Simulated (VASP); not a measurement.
# AlCu3 (P-4m2) in VASP: notebook, part 2 of 2

VASP 6.6.1. The steps go on from the part before.

## (3) Single point, LDA

The input, INCAR:

```
  PREC = Accurate
  ENCUT = 520
  EDIFF = 1E-6
  ISMEAR = 0
  SIGMA = 0.15
  LREAL = False
  LASPH = True
  NELM = 80
  ALGO = Fast
  ISIF = 2
  LWAVE = False
  LCHARG = False
  NBANDS = 26
```

The input, KPOINTS:

```
regular mesh
0
Gamma
  12 12 12
```

The input, POSCAR:

```
AlCu3
1.0
    3.6787514798      0.0000000000      0.0000000000
    0.0000000000      3.6787514798      0.0000000000
    0.0000000000      0.0000000000      3.6787514798
Al Cu
1 3
Direct
    0.0000000000      0.0000000000      0.0000000000
    0.5000000000      0.4946503589      0.0000000000
    0.5000000000      0.0000000000      0.5000000000
    0.0000000000      0.5053496411      0.5000000000
```

Potentials or basis: VASP PAW LDA potentials, release 64 (Al, Cu).

Command:

```sh
$ cat potpaw_LDA.64/Al/POTCAR potpaw_LDA.64/Cu/POTCAR > POTCAR
$ mpirun -np 1 vasp_std > vasp.out
```

OUTCAR:

```text
PREC = Accurate
   ENCUT = 520
   EDIFF = 1E-6
   ISMEAR = 0
   LREAL = False
   LASPH = True
   NELM = 80
   ISIF = 2

 ion  position               nearest neighbor table
   1  0.000  0.000  0.000-   2 2.59   4 2.59   4 2.59   2 2.59   3 2.60   3 2.60   3 2.60   3 2.60
                             4 2.62   4 2.62   2 2.62   2 2.62
   2  0.500  0.495  0.000-   1 2.59   3 2.59   3 2.59   1 2.59   4 2.60   4 2.60   4 2.60   4 2.60
                             1 2.62   3 2.62   1 2.62   3 2.62
   3  0.500  0.000  0.500-   2 2.59   4 2.59   2 2.59   4 2.59   1 2.60   1 2.60   1 2.60   1 2.60
[... 903 lines left out ...]
  -------------------------------------------------------------------------------------
  Total       -3.0587538     -3.0572357     -3.0587538     -0.0000000     -0.0000000     -0.0000000
  in kB      -98.4359550    -98.3870998    -98.4359550     -0.0000000     -0.0000000     -0.0000000
  external PRESSURE =     -98.4196699 kB  Pullay stress =       0.0000000 kB

 VOLUME and BASIS-vectors are now :
 -----------------------------------------------------------------------------
  energy-cutoff  :      520.00
  volume of cell :       49.79
      direct lattice vectors                 reciprocal lattice vectors
     3.678751480  0.000000000  0.000000000     0.271831355  0.000000000  0.000000000
     0.000000000  3.678751480  0.000000000     0.000000000  0.271831355  0.000000000
     0.000000000  0.000000000  3.678751480     0.000000000  0.000000000  0.271831355

 POSITION                                       TOTAL-FORCE (eV/Angst)
 -----------------------------------------------------------------------------------
      0.00000      0.00000      0.00000        -0.000000      0.000000      0.000000
      1.83938      1.81970      0.00000        -0.000000      0.093374      0.000000
      1.83938      0.00000      1.83938        -0.000000      0.000000      0.000000
      0.00000      1.85906      1.83938         0.000000     -0.093374     -0.000000
 -----------------------------------------------------------------------------------
    total drift:                                0.000000     -0.000000     -0.000000

  FREE ENERGIE OF THE ION-ELECTRON SYSTEM (eV)
  ---------------------------------------------------
  free  energy   TOTEN  =       -18.9982854300 eV

  energy  without entropy=      -18.9871857428  energy(sigma->0) =      -18.99273559
```

OSZICAR:

```text
N       E                     dE             d eps       ncg     rms          rms(c)
DAV:   1     0.250114413436E+03    0.25011E+03   -0.15641E+04 10520   0.217E+03
DAV:   2    -0.396064543016E+01   -0.25408E+03   -0.24340E+03 10202   0.352E+02
DAV:   3    -0.228070818171E+02   -0.18846E+02   -0.17983E+02 11584   0.138E+02
DAV:   4    -0.232255998365E+02   -0.41852E+00   -0.41727E+00 14996   0.238E+01
DAV:   5    -0.232318712914E+02   -0.62715E-02   -0.62706E-02 15760   0.231E+00    0.171E+01
RMM:   6    -0.222035595356E+02    0.10283E+01   -0.44279E+01 11549   0.104E+02    0.124E+01
RMM:   7    -0.190026102694E+02    0.32009E+01   -0.11329E+01 11137   0.549E+01    0.136E+00
RMM:   8    -0.189934941195E+02    0.91161E-02   -0.23501E-01 12134   0.757E+00    0.504E-01
RMM:   9    -0.189973499875E+02   -0.38559E-02   -0.90151E-02 12570   0.172E+00    0.245E-01
RMM:  10    -0.189980285765E+02   -0.67859E-03   -0.20231E-02 12283   0.230E+00    0.220E-01
RMM:  11    -0.189985396619E+02   -0.51109E-03   -0.61259E-03 14285   0.521E-01    0.154E-01
RMM:  12    -0.189982331234E+02    0.30654E-03   -0.18099E-03 12374   0.554E-01    0.300E-02
RMM:  13    -0.189982775847E+02   -0.44461E-04   -0.51725E-04 13623   0.231E-01    0.212E-02
RMM:  14    -0.189982828265E+02   -0.52419E-05   -0.13690E-04 12844   0.124E-01    0.162E-02
RMM:  15    -0.189982830507E+02   -0.22415E-06   -0.51540E-05 12466   0.858E-02    0.461E-03
RMM:  16    -0.189982851216E+02   -0.20709E-05   -0.22779E-05 11875   0.323E-02    0.341E-03
RMM:  17    -0.189982854300E+02   -0.30843E-06   -0.30147E-06  7899   0.234E-02
   1 F= -.18998285E+02 E0= -.18992736E+02  d E =-.110997E-01
```

stdout:

```text
POSCAR found type information on POSCAR AlCu
 POSCAR found :  2 types and       4 ions
 scaLAPACK will be used
 LDA part: xc-table for (Slater(with rela. corr.)+CA(PZ))
 , standard interpolation
 POSCAR, INCAR and KPOINTS ok, starting setup
 FFT: planning ... GRIDC
 FFT: planning ... GRID_SOFT
 FFT: planning ... GRID
 WAVECAR not read
 entering main loop
```

Wall time 2.3 min (1 thread of Intel Xeon Platinum 8488C (Sapphire Rapids), shared host); peak memory 0.3 GiB.

What came out:

```yaml
Free_energy: -18.9983 eV
Pressure: -9.8 GPa
Largest_force: 0.093 eV/Å
Band_gap_on_the_k_mesh: zero (band 18 reaches 11.74 eV, above the bottom of band 19 at 6.34 eV)
```

Forces on the atoms (eV/Å):
```
Al   0.000  0.000  0.000
Cu   0.000  0.093  0.000
Cu   0.000  0.000  0.000
Cu   0.000 -0.093  0.000
```

## (4) Single point, LDA

The input, INCAR:

```
SYSTEM = AlCu3
PREC     = Accurate       ! precision mode
ENCUT    = 520            ! plane-wave cutoff, eV
EDIFF    = 1E-6           ! SCF threshold, eV
ISMEAR   = 0              ! smearing method
SIGMA    = 0.15           ! smearing width, eV
LREAL    = .FALSE.        ! projectors in reciprocal space
LASPH    = .TRUE.         ! aspherical terms in the spheres
NELM     = 100            ! most SCF steps
ALGO     = Fast           ! electronic algorithm
ISIF     = 2              ! what is computed and relaxed
LWAVE    = .FALSE.        ! write WAVECAR
LCHARG   = .FALSE.        ! write CHGCAR
NBANDS   = 26             ! bands
```

The input, KPOINTS:

```
regular mesh
0
G
  12 12 12
  0 0 0
```

The input, POSCAR:

```
AlCu3
1.0
    3.6787514798      0.0000000000      0.0000000000
    0.0000000000      3.6787514798      0.0000000000
    0.0000000000      0.0000000000      3.6787514798
Al Cu
1 3
Direct
    0.0000000000      0.0000000000      0.0000000000
    0.5000000000      0.4732517947      0.0000000000
    0.5000000000      0.0000000000      0.5000000000
    0.0000000000      0.5267482053      0.5000000000
```

Command:

```sh
$ cat potpaw_LDA.64/Al/POTCAR potpaw_LDA.64/Cu/POTCAR > POTCAR
$ mpirun -np 1 vasp_std > vasp.out
```

Run time: 2.2 min. Hardware: 1 thread of Intel Xeon Platinum 8488C (Sapphire Rapids), shared host; peak memory 0.3 GiB.

Results (log left out):

```
Free energy            : -18.9543 eV
Pressure               : -9.5 GPa
Largest force          : 0.471 eV/Å
Band gap on the k mesh : zero (band 18 reaches 11.72 eV, above the bottom of band 19 at 6.32 eV)
```

Forces in eV/Å, atoms in the order of the input:
```
Al   0.000  0.000  0.000
Cu   0.000  0.471  0.000
Cu   0.000  0.000  0.000
Cu   0.000 -0.471  0.000
```

Stress tensor (GPa, compression positive):
```
-9.58  0.00  0.00
 0.00 -9.41  0.00
 0.00  0.00 -9.58
```

Levels at points of the mesh, in eV from the Fermi level:
```tsv
k point	band 15	band 16	band 17	band 18	band 19	band 20	band 21	band 22
(0.00, 0.00, 0.00)	-2.08	-2.08	-0.22	-0.22	-0.15	4.21	4.28	4.77
(0.50, 0.00, 0.00)	-2.83	-2.47	-2.08	3.55	3.68	3.83	3.87	4.88
(0.00, 0.50, 0.00)	-2.78	-2.49	-2.11	3.66	3.66	3.90	3.90	4.79
(0.50, 0.50, 0.00)	-2.80	-2.68	-2.33	-1.25	-1.24	6.00	6.31	6.49
(0.50, 0.00, 0.50)	-2.94	-2.67	-2.32	-1.27	-1.27	6.09	6.37	6.37
(0.50, 0.50, 0.50)	-2.72	-2.28	-2.24	-2.24	-1.24	1.10	1.63	1.64
```

## (5) Single point, LDA

The input, INCAR:

```
ALGO = Fast
EDIFF = 1E-6
ENCUT = 520
ISIF = 2
ISMEAR = 0
LASPH = True
LCHARG = True
LELF = True
LREAL = False
LVHAR = True
LWAVE = False
NBANDS = 26
NELM = 100
PREC = Accurate
SIGMA = 0.15
```

The input, KPOINTS:

```
k-points
0
Gamma
  12 12 12
```

The input, POSCAR:

```
AlCu3
1.0
    3.6787514798      0.0000000000      0.0000000000
    0.0000000000      3.6787514798      0.0000000000
    0.0000000000      0.0000000000      3.6787514798
Al Cu
1 3
Direct
    0.0000000000      0.0000000000      0.0000000000
    0.5000000000      0.4786014357      0.0000000000
    0.5000000000      0.0000000000      0.5000000000
    0.0000000000      0.5213985643      0.5000000000
```

Command:

```sh
$ cat potpaw_LDA.64/Al/POTCAR potpaw_LDA.64/Cu/POTCAR > POTCAR
$ mpirun -np 1 vasp_std > vasp.out
```

It took 2.6 min on 1 thread of Intel Xeon Platinum 8488C (Sapphire Rapids), shared host; peak memory 0.3 GiB.

Results (log left out):

| Item | Value |
| --- | --- |
| Free energy | -18.9710 eV |
| Pressure | -9.9 GPa |
| Largest force | 0.375 eV/Å |
| Band gap on the k mesh | zero (band 18 reaches 11.73 eV, above the bottom of band 19 at 6.33 eV) |

Forces in eV/Å, atoms in the order of the input:
```
Al   0.000  0.000  0.000
Cu   0.000  0.375  0.000
Cu   0.000  0.000  0.000
Cu   0.000 -0.375  0.000
```

Stress tensor (GPa, compression positive):
```
-9.94  0.00  0.00
 0.00 -9.82  0.00
 0.00  0.00 -9.94
```

Levels at points of the mesh, in eV from the Fermi level:
| k point | band 14 | band 15 | band 16 | band 17 | band 18 | band 19 | band 20 | band 21 | band 22 | band 23 |
| --- | --- | --- | --- | --- | --- | --- | --- | --- | --- | --- |
| (0.00, 0.00, 0.00) | -2.10 | -2.08 | -2.08 | -0.22 | -0.22 | -0.17 | 4.24 | 4.28 | 4.77 | 10.25 |
| (0.50, 0.00, 0.00) | -2.88 | -2.84 | -2.47 | -2.08 | 3.59 | 3.68 | 3.85 | 3.87 | 4.84 | 5.57 |
| (0.00, 0.50, 0.00) | -2.98 | -2.79 | -2.48 | -2.09 | 3.67 | 3.67 | 3.89 | 3.89 | 4.79 | 5.58 |
| (0.50, 0.50, 0.00) | -2.87 | -2.81 | -2.70 | -2.33 | -1.25 | -1.24 | 6.04 | 6.32 | 6.45 | 6.78 |
| (0.50, 0.00, 0.50) | -2.92 | -2.92 | -2.68 | -2.32 | -1.26 | -1.26 | 6.11 | 6.37 | 6.37 | 6.83 |
| (0.50, 0.50, 0.50) | -2.79 | -2.74 | -2.26 | -2.24 | -2.24 | -1.26 | 1.10 | 1.63 | 1.64 | 1.64 |
